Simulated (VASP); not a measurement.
A run of VASP 6.6.1 is set up as follows.

The input INCAR:

```
SYSTEM = Si
PREC = Accurate
ENCUT = 500
EDIFF = 1E-6
ISMEAR = 0
SIGMA = 0.01
LREAL = .False.
LASPH = .True.
NELM = 120
ALGO = Normal
ISIF = 2
LWAVE = .False.
LCHARG = .False.
GGA = CA
NBANDS = 11
GGA_COMPAT = .False.
```

File KPOINTS:

```
regular mesh
0
Gamma
  6 6 6
  0 0 0
```

POSCAR

```
Si
1.0
    0.0000000000      2.7135600000      2.7135600000
    2.7135600000      0.0000000000      2.7135600000
    2.7135600000      2.7135600000      0.0000000000
Si
2
Direct
    0.7500000000      0.7500000000      0.7500000000
    0.5000000000      0.5000000000      0.5000000000
```

Potentials or basis: VASP PAW LDA potentials, release 64 (Si).

Run with:

```bash
$ cat potpaw_LDA.64/Si/POTCAR > POTCAR
$ mpirun -np 1 vasp_std > vasp.out
```

Task: Estimate the band gap on the k mesh.

Result: 0.59 eV, indirect (least direct gap 2.52 eV).

Task: What does it give for the pressure?

Result: -1.2 GPa.

A k mesh can miss the band edges.
